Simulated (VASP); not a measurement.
Crystal: Li3B2H.

```
Li B H
1.0
     3.28983    0.00000    0.00000
    -1.64492    2.84908    0.00000
     0.00000    0.00000    8.12920
Li B H
3 2 1
Direct
  0.33333 0.66667 0.84045
  0.66667 0.33333 0.15955
  0.00000 0.00000 0.50000
  0.33333 0.66667 0.32978
  0.66667 0.33333 0.67022
  0.00000 0.00000 0.00000
```

- Program: VASP 6.6.1
- Task: relaxation of cell and atoms
- Functional: PBE
- Potentials or basis: VASP PAW PBE potentials, release 64 (Li_sv, B, H)
- Cutoff: 600 eV
- k mesh: 6 × 6 × 2
- Occupations: gaussian, width 0.1 eV
- Spin: no spin polarisation

At the start: pressure -4.9 GPa; volume 12.70 Å³/atom.

Task: Where does the relaxation end?

Result: Over 23 steps the energy falls by 353.8 meV/atom and the volume is 8.19 Å³/atom (-35.5 %); space group P-3m1 (No. 164, to 0.05 Å).

Step by step:
| step | energy change (eV) | largest force (eV/Å) | pressure (GPa) | volume (Å³) |
| --- | --- | --- | --- | --- |
| 1 | 0.0000 | 0.8606 | -4.88 | 76.19 |
| 2 | -0.2511 | 0.7319 | -3.99 | 72.00 |
| 3 | -0.6555 | 0.2796 | 0.59 | 61.47 |
| 4 | -0.6614 | 0.2054 | 2.04 | 59.55 |
| 5 | -0.6628 | 0.2112 | 1.52 | 60.19 |
| 6 | -0.7452 | 0.5044 | 0.71 | 60.49 |
| 7 | -0.8150 | 1.1734 | -0.39 | 61.06 |
| 8 | -0.8658 | 1.3452 | -0.86 | 61.15 |
| 9 | -1.0738 | 1.4805 | -2.58 | 61.33 |
| 10 | -1.5127 | 1.1414 | -5.47 | 61.29 |
| 11 | -1.3125 | 0.2540 | -10.77 | 59.81 |
| 12 | -1.6584 | 0.8309 | -7.08 | 61.08 |
| 13 | -1.8072 | 0.5692 | -7.12 | 58.67 |
| 14 | -1.8511 | 0.4150 | -7.09 | 57.21 |
| 15 | -1.8587 | 0.1114 | -6.95 | 54.29 |
| 16 | -1.8694 | 0.2910 | -7.26 | 56.00 |
| 17 | -2.0431 | 0.2018 | -4.36 | 52.65 |
| 18 | -2.1190 | 0.0691 | -0.63 | 49.44 |
| 19 | -2.1209 | 0.0966 | 0.21 | 48.83 |
| 20 | -2.1208 | 0.0901 | 0.01 | 48.97 |
| 21 | -2.1217 | 0.0567 | -0.01 | 49.02 |
| 22 | -2.1225 | 0.0510 | -0.04 | 49.14 |
| 23 | -2.1229 | 0.0265 | 0.04 | 49.13 |

Final structure:
```
Li B H
1.0
     2.39529    0.00000    0.00000
    -1.19764    2.07438    0.00000
     0.00000    0.00000    9.88878
Li B H
3 2 1
Direct
  0.33333 0.66667 0.88140
  0.66667 0.33333 0.11860
  0.00000 0.00000 0.50000
  0.33333 0.66667 0.31145
  0.66667 0.33333 0.68855
  0.00000 0.00000 0.00000
```

Caveat: the k points lie up to 0.50 Å⁻¹ apart in the final cell; the cutoff is under 1.25 times the usual one of these potentials, so pressure, stress and relaxed cells hold a basis-set (Pulay) error; the volume moved by over 15 % at a fixed basis, so the end points are rough.
